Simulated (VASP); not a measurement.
# LiF (P1) in VASP: relaxation of cell and atoms with PBE

Aim: the relaxation of cell and atoms of LiF with PBE.

Everything below comes from runs of VASP 6.6.1. Logs are shortened: lines on timing, memory, paths and dates and some standing lists are left out, and cuts for length are marked.

### Step 1. The cell of the first run

The typed cell holds 4 atoms: a = 2.858 Å, b = 2.850 Å, c = 5.049 Å, α = 73.22°, β = 73.44°, γ = 60.07°.

### Step 2. Relaxation of cell and atoms, PBE

The input, INCAR:

```
SYSTEM = LiF
ALGO = Normal
EDIFF = 1E-7
EDIFFG = -0.025
ENCUT = 600
GGA = PE
IBRION = 2
ISIF = 3
ISMEAR = 0
LASPH = .TRUE.
LCHARG = .FALSE.
LREAL = .FALSE.
LWAVE = .FALSE.
NELM = 60
NSW = 80
PREC = Accurate
SIGMA = 0.1
```

The input, KPOINTS:

```
k-points
0
G
  6 6 6
  0 0 0
```

The input, POSCAR:

```
LiF
1.0
   -2.0215650138      0.0055622180     -2.0206300873
   -2.0212077015     -2.0095540564      0.0052049057
   -4.1083088088      2.0702425564      2.0802466503
Li F
2 2
Direct
    1.0223865127      0.9895062004      0.0134388822
    0.4966576989      0.6389095709      0.4590410041
    0.3267999938      0.1543817804      0.2437920975
    0.6541557946      0.7172024483      0.7837280162
```

Potentials or basis: VASP PAW PBE potentials, release 64 (Li_sv, F).

Started as:

```bash
cat potpaw_PBE.64/Li_sv/POTCAR potpaw_PBE.64/F/POTCAR > POTCAR
mpirun -np 1 vasp_std > vasp.out
```

OUTCAR:

```text
SYSTEM = LiF
   EDIFF = 1E-7
   EDIFFG = -0.025
   ENCUT = 600
   GGA = PE
   IBRION = 2
   ISIF = 3
   ISMEAR = 0
   LASPH = .TRUE.
   LREAL = .FALSE.
   NELM = 60
   NSW = 80
   PREC = Accurate

 ion  position               nearest neighbor table
   1  0.022  0.990  0.013-   4 1.77   3 1.90   3 1.91   4 1.97   3 2.17   2 2.57
   2  0.497  0.639  0.459-   3 1.50   4 1.92   3 2.20   1 2.57
   3  0.327  0.154  0.244-   2 1.50   1 1.90   1 1.91   1 2.17   2 2.20
   4  0.654  0.717  0.784-   1 1.77   2 1.92   1 1.97

  LATTYP: Found a triclinic cell.
 ALAT       =     4.9418552365
 B/A-ratio  =     0.5783797620
 C/A-ratio  =     1.1753602657
 COS(alpha) =     0.0004773805
 COS(beta)  =     0.2864192462
 COS(gamma) =     0.8661152877

  Lattice vectors:

 A1 = (   4.0427727153,   2.0039918384,   2.0154251816)
 A2 = (   2.0215650138,  -0.0055622180,   2.0206300873)
 A3 = (   4.1079514965,  -0.0551262820,  -4.1060816433)

Analysis of symmetry for initial positions (statically):
=====================================================================
 Subroutine PRICEL returns:
 Original cell was already a primitive cell.

 Routine SETGRP: Setting up the symmetry group for a
 triclinic supercell.

 Subroutine GETGRP returns: Found  1 space group operations
 (whereof  1 operations were pure point group operations)
 out of a pool of  2 trial point group operations.

The static configuration has the point symmetry C_1 .

Analysis of symmetry for dynamics (positions and initial velocities):
=====================================================================
 Subroutine PRICEL returns:
 Original cell was already a primitive cell.

 Routine SETGRP: Setting up the symmetry group for a
 triclinic supercell.

 Subroutine GETGRP returns: Found  1 space group operations
 (whereof  1 operations were pure point group operations)
 out of a pool of  2 trial point group operations.

The dynamic configuration has the point symmetry C_1 .

 Subroutine INISYM returns: Found  1 space group operations
 (whereof  1 operations are pure point group operations),
 and found     1 'primitive' translations

----------------------------------------------------------------------------------------

                                     Primitive cell

  volume of cell :      33.6331

  direct lattice vectors                    reciprocal lattice vectors
    -2.021565014  0.005562218 -2.020630087    -0.124613661  0.124378288 -0.369881439
    -2.021207701 -2.009554056  0.005204906    -0.124721342 -0.371857689  0.123755432
    -4.108308809  2.070242556  2.080246650    -0.120730371  0.121744215  0.121121359

  length of vectors
     2.858269055  2.850195637  5.048913907     0.409647167  0.411277231  0.209923462

  position of ions in fractional coordinates (direct lattice)
     0.022386513  0.989506200  0.013438882
     0.496657699  0.638909571  0.459041004
     0.326799994  0.154381780  0.243792097
     0.654155795  0.717202448  0.783728016

  ion indices of the primitive-cell ions
   primitive index   ion index
                 1           1
                 2           2
                 3           3
                 4           4

----------------------------------------------------------------------------------------

 KPOINTS: k-points

Automatic generation of k-mesh.
 Grid dimensions read from file:
 generate k-points for:    6    6    6

 Generating k-lattice:

  Cartesian coordinates                     Fractional coordinates (reciprocal lattice)
    -0.020768943  0.020729715 -0.061646906     0.166666667  0.000000000  0.000000000
    -0.020786890 -0.061976281  0.020625905    -0.000000000  0.166666667  0.000000000
    -0.020121728  0.020290702  0.020186893    -0.000000000 -0.000000000  0.166666667

  Length of vectors
     0.068274528  0.068546205  0.034987244

  Shift w.r.t. Gamma in fractional coordinates (k-lattice)
     0.000000000  0.000000000  0.000000000

 Subroutine IBZKPT returns following result:
 ===========================================

 Found    112 irreducible k-points:

 Following reciprocal coordinates:
            Coordinates               Weight
  0.000000  0.000000  0.000000      1.000000
  0.166667 -0.000000  0.000000      2.000000
  0.333333 -0.000000  0.000000      2.000000
  0.500000  0.000000 -0.000000      1.000000
 -0.000000  0.166667  0.000000      2.000000
  0.166667  0.166667  0.000000      2.000000
[... 16 lines left out ...]
  0.333333 -0.000000  0.166667      2.000000
  0.500000 -0.000000  0.166667      2.000000
 [... further k-points ...]
   k-points           NKPTS =    112   k-points in BZ     NKDIM =    112   number of bands    NBANDS=     14
   number of dos      NEDOS =    301   number of ions     NIONS =      4
   total plane-waves  NPLWV =  23040
   dimension x,y,z NGX =    24 NGY =   24 NGZ =   40
   dimension x,y,z NGXF=    48 NGYF=   48 NGZF=   80
   ions per type =               2   2
   NGX,Y,Z   is equivalent  to a cutoff of  13.96, 14.00, 13.17 a.u.
   NGXF,Y,Z  is equivalent  to a cutoff of  27.92, 28.00, 26.34 a.u.
 SYSTEM =  LiF
   PREC   = accura    normal or accurate (medium, high low for compatibility)
   ISTART =      0    job   : 0-new  1-cont  2-samecut
   ICHARG =      2    charge: 1-file 2-atom 10-const
   ISPIN  =      1    spin polarized calculation?
   LNONCOLLINEAR =      F non collinear calculations
   LSORBIT =      F    spin-orbit coupling
   LASPH  =      T    aspherical Exc in radial PAW
   ENCUT  =  600.0 eV  44.10 Ry    6.64 a.u.   5.71  5.69 10.08*2*pi/ulx,y,z
   NELM   =     60;   NELMIN=  2; NELMDL= -5     # of ELM steps
   EDIFF  = 0.1E-06   stopping-criterion for ELM
   LREAL  =      F    real-space projection
   EDIFFG = -.3E-01   stopping-criterion for IOM
   NSW    =     80    number of steps for IOM
   IBRION =      2    ionic relax: 0-MD 1-quasi-New 2-CG
   NFREE  =      1    steps in history (QN), initial steepest desc. (CG)
   ISIF   =      3    stress and relaxation
   ISYM   =      2    0-nonsym 1-usesym 2-fastsym
   POTIM  = 0.5000    time-step for ionic-motion
   TEBEG  =    0.0;   TEEND  =   0.0 temperature during run
   PSTRESS=    0.0 pullay stress
   NELECT =      20.0000    total number of electrons
   NUPDOWN=      -1.0000    fix difference up-down
   EMIN   =  10.00;   EMAX   =-10.00  energy-range for DOS
   EFERMI =   0.00;   METHOD = LEGACY
   ISMEAR =     0;   SIGMA  =   0.10  broadening in eV -4-tet -1-fermi 0-gaus
   EFERMI_NEDOS =   21; number of points for ismear=-14 and -15
   IALGO  =     38    algorithm
   IMIX   =      4    mixing-type and parameters
     AMIX     =   0.40;   BMIX     =  1.00
     AMIX_MAG =   1.60;   BMIX_MAG =  1.00
  volume/ion in A,a.u.               =       8.41        56.74
  Fermi-wavevector in a.u.,A,eV,Ry     =   1.376668  2.601525 25.785961  1.895215
  Thomas-Fermi vector in A             =   2.501892
   LORBIT       =      0    0 simple, 1 ext, 2 COOP (PROOUT), +10 PAW based schemes
   GGA     = PE    functional components
   LHFCALC =     F    Hartree Fock is set to
   AEXX    =    0.0000 exact exchange contribution
   IVDW    =     0    specifies the selected vdW correction
   LEPSILON=     F    determine dielectric tensor
   LRPA    =     F    only Hartree local field effects (RPA)
 conjugate gradient relaxation of ions
 non-spin polarized calculation
 Gauss-broadening in eV      SIGMA  =   0.10
  energy-cutoff  :      600.00
  volume of cell :       33.63
 maximum number of plane-waves:      1142
   NGX = 11   NGY = 11   NGZ = 21

--------------------------------------- Ionic step        1  -------------------------------------------

 number of electron      19.9999994 magnetization

 Free energy of the ion-electron system (eV)
  ---------------------------------------------------
  ext. energy  EPLUGINS =         0.00000000
  ---------------------------------------------------
  free energy    TOTEN  =       -18.33761562 eV

  energy without entropy =      -18.33761562  energy(sigma->0) =      -18.33761562

 E-fermi :   0.1189     XC(G=0):  -9.7353

 val. band max:       -0.3946939898   @ k =   0.0000   0.0000   0.0000
 cond. band min:       7.0544460513   @ k =   0.0000   0.0000   0.0000
 fundamental gap:      7.4491400411
 Fermi energy:         0.1189388529

 k-point     1 :       0.0000    0.0000    0.0000
  band No.  band energies     occupation
      1     -42.4421      2.00000
      2     -41.7764      2.00000
      3     -21.7729      2.00000
      4     -20.2158      2.00000
      5      -3.8006      2.00000
      6      -2.3494      2.00000
      7      -2.2119      2.00000
      8      -1.2930      2.00000
      9      -0.6468      2.00000
     10      -0.3947      2.00000
     11       7.0544      0.00000
     12       9.8117      0.00000
     13      14.1780      0.00000
     14      18.1754      0.00000
[... 498 lines left out ...]
  FREE ENERGIE OF THE ION-ELECTRON SYSTEM (eV)
  ---------------------------------------------------
  free  energy   TOTEN  =       -18.9907161918 eV

  energy  without entropy=      -18.9907161918  energy(sigma->0) =      -18.99071619

[... ionic steps 4 to 11 ...]

--------------------------------------- Ionic step       12  -------------------------------------------

 number of electron      20.0000007 magnetization

------------------------ aborting loop because EDIFF is reached ----------------------------------------

  FORCE on cell =-STRESS in cart. coord.  units (eV):
  Direction    XX          YY          ZZ          XY          YZ          ZX
  --------------------------------------------------------------------------------------
  -------------------------------------------------------------------------------------
  Total        0.0756728     -0.0067391      0.0544693      0.0651091      0.0045510      0.0196403
  in kB        3.6531289     -0.3253308      2.6295221      3.1431637      0.2197031      0.9481417
  external PRESSURE =       1.9857734 kB  Pullay stress =       0.0000000 kB
[... 61 lines left out ...]
  energy  without entropy=      -19.2865279969  energy(sigma->0) =      -19.28652800

--------------------------------------- Ionic step       14  -------------------------------------------

 number of electron      20.0000005 magnetization

 Free energy of the ion-electron system (eV)
  ---------------------------------------------------
  ext. energy  EPLUGINS =         0.00000000
  ---------------------------------------------------
  free energy    TOTEN  =       -19.28714815 eV

  energy without entropy =      -19.28714815  energy(sigma->0) =      -19.28714815

 E-fermi :  -0.6245     XC(G=0):  -9.8918

 val. band max:       -1.1300022994   @ k =   0.0000   0.0000   0.0000
 cond. band min:       7.7872243436   @ k =   0.0000   0.0000   0.0000
 fundamental gap:      8.9172266430
 Fermi energy:        -0.6245197036

 k-point     1 :       0.0000    0.0000    0.0000
  band No.  band energies     occupation
      1     -42.0933      2.00000
      2     -42.0393      2.00000
      3     -21.0579      2.00000
      4     -20.6386      2.00000
      5      -3.5963      2.00000
      6      -1.3590      2.00000
      7      -1.3536      2.00000
      8      -1.1382      2.00000
      9      -1.1362      2.00000
     10      -1.1300      2.00000
     11       7.7872      0.00000
     12       9.5419      0.00000
     13      15.3735      0.00000
     14      17.5920      0.00000
[... 422 lines left out ...]
  FREE ENERGIE OF THE ION-ELECTRON SYSTEM (eV)
  ---------------------------------------------------
  free  energy   TOTEN  =       -19.2871481501 eV

  energy  without entropy=      -19.2871481501  energy(sigma->0) =      -19.28714815

 reached required accuracy - stopping structural energy minimisation
```

It took 11 min on 1 thread of Intel Xeon 8259CL, shared host; peak memory 0.19 GiB.

Results:

```yaml
Free_energy: -19.2871 eV
Relaxed_volume: 8.32 Å³/atom
Relaxed_cell: a = 2.863 Å, b = 2.866 Å, c = 4.962 Å, α = 73.38°, β = 73.25°, γ = 60.08°
Space_group_after_relaxing_to_0.1_Å: Fm-3m (No. 225)
Energy_gained_by_relaxing: 237.4 meV/atom
Ionic_steps: 14
Pressure_after_relaxing: 0.0 GPa
Largest_force_after_relaxing: 0.019 eV/Å
Band_gap_on_the_k_mesh: 8.92 eV
```

Forces in eV/Å, atoms in the order of the input:
```
Li  -0.015 -0.012 -0.001
Li   0.011  0.008 -0.012
F    0.004 -0.004  0.000
F    0.001  0.007  0.013
```

Step by step:
```tsv
step	energy change (eV)	largest force (eV/Å)	pressure (GPa)	volume (Å³)
1	0.0000	4.5362	12.76	33.63
2	-0.6535	1.0179	-1.99	36.95
3	-0.6531	0.9800	-0.64	36.24
4	-0.6566	1.0061	-1.42	36.62
5	-0.7474	0.6491	-2.00	36.39
6	-0.8373	0.7231	-2.42	35.76
7	-0.8965	0.4741	-1.37	34.52
8	-0.9169	0.4776	0.59	33.27
9	-0.9385	0.1340	-0.06	33.45
10	-0.9399	0.1787	-0.23	33.51
11	-0.9442	0.1328	-0.17	33.43
12	-0.9488	0.0513	0.20	33.19
13	-0.9489	0.0417	0.14	33.22
14	-0.9495	0.0194	-0.05	33.30
```

Final structure:
```
CELL_PARAMETERS angstrom
-2.02436 0.00177 -2.02510
-2.02456 -2.02848 0.00094
-4.04731 2.03483 2.02590
ATOMIC_POSITIONS crystal
Li 0.99992 0.99655 0.00014
Li 0.49845 0.50330 0.50035
F 0.25042 0.24980 0.24993
F 0.75120 0.75035 0.74958
```

Caveat: the k points lie up to 0.43 Å⁻¹ apart in the final cell; the cutoff is under 1.25 times the usual one of these potentials, so pressure, stress and relaxed cells hold a basis-set (Pulay) error. A k mesh can miss the band edges.
